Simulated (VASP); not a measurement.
Set up this calculation in VASP 6.6.1, as the native input.

```
Task                   : relaxation of cell and atoms
Functional             : PBE
Potentials or basis    : VASP PAW PBE potentials, release 64 (Si, F)
Cutoff                 : 600 eV
k mesh                 : 6 × 6 × 4
Occupations            : gaussian, width 0.2 eV
Spin                   : no spin polarisation
Dipole correction      : no
Further INCAR settings : ALGO = Normal; EDIFF = 1e-06; IBRION = 2; EDIFFG = -0.08; NSW = 36; ISIF = 3
```

The structure of SiF lies in POSCAR:

```
SiF
1.0
    3.8326049400      0.0000000000      0.0000000000
   -1.9163024700      3.3191332400      0.0000000000
    0.0000000000      0.0000000000      5.4335665000
Si F
2 2
Direct
    0.6666666700      0.3333333300      0.9360000000
    0.3333333300      0.6666666700      0.0640000000
    0.6666666700      0.3333333300      0.6470000000
    0.3333333300      0.6666666700      0.3530000000
```

The input as run:

INCAR

```
PREC     = Accurate       # precision mode
ENCUT    = 600            # plane-wave cutoff, eV
EDIFF    = 1E-6           # SCF threshold, eV
ISMEAR   = 0              # smearing method
SIGMA    = 0.2            # smearing width, eV
LREAL    = F              # projectors in reciprocal space
LASPH    = T              # aspherical terms in the spheres
NELM     = 80             # most SCF steps
ALGO     = Normal         # electronic algorithm
ISIF     = 3              # what is computed and relaxed
LWAVE    = F              # write WAVECAR
LCHARG   = F              # write CHGCAR
GGA      = PE             # functional
IBRION   = 2              # ionic algorithm
NSW      = 36             # ionic steps
EDIFFG   = -0.08          # ionic threshold
```

KPOINTS

```
regular mesh
0
Gamma
  6 6 4
```

Potentials or basis: VASP PAW PBE potentials, release 64 (Si, F).

Run with:

```sh
$ cat potpaw_PBE.64/Si/POTCAR potpaw_PBE.64/F/POTCAR > POTCAR
$ mpirun -np 1 vasp_std > vasp.out
```

Results of the run:

```
Relaxed volume                         : 19.24 Å³/atom
Relaxed cell                           : a = 3.988 Å, b = 3.988 Å, c = 5.587 Å, α = 90.00°, β = 90.00°, γ = 120.00°
Space group after relaxing (to 0.05 Å) : P-3m1 (No. 164)
Energy gained by relaxing              : 61.3 meV/atom
Ionic steps                            : 12
Pressure after relaxing                : 0.3 GPa
Largest force after relaxing           : 0.078 eV/Å
Band gap on the k mesh                 : 0.52 eV, direct
```

Caveat: the relaxation stopped at a loose force limit of 0.08 eV/Å, so its end isn't a converged minimum.

Wall time 94 s on 1 thread of Intel(R) Xeon(R) 6975P-C (Granite Rapids) (shared host), peak memory 0.22 GiB.
